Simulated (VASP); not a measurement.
Runs of VASP 6.6.1 on TiO2. The structure is that of space group I4_1/amd (No. 141), or close to it. The cells are those of the table. 

```tsv
cell	gap on the mesh (eV)	pressure (GPa)	largest force (eV/Å)
a = 5.384 Å, angles 139.4, 139.4, 58.7°, 6 atoms	(b)	9.4	0.27
a = 5.458 Å, angles 139.4, 139.4, 58.7°, 6 atoms	2.09	-0.4	0.01
a = 5.530 Å, angles 139.4, 139.4, 58.7°, 6 atoms	(a)	-8.3	0.21
a = 5.422 Å, angles 139.4, 139.4, 58.7°, 6 atoms	2.14	4.3	0.14
a = 5.565 Å, angles 139.4, 139.4, 58.7°, 6 atoms	1.96	-11.7	0.31
```

Alike in all rows: task single point; level PBEsol; potentials or basis VASP PAW PBE potentials, release 64 (Ti_sv, O); no spin polarisation; k mesh 8 × 8 × 8; cutoff (eV) 520; smearing methfessel-paxton 0.02 eV.

Q: Fill in the values left out.

A: (a) 2.01; (b) 2.18.

Caveats: the PAW data sets were made with another functional, which shifts forces and pressure a little; the cell stands under pressure (at least some runs); the cell stands under tension (at least some runs).

A k mesh can miss the band edges.
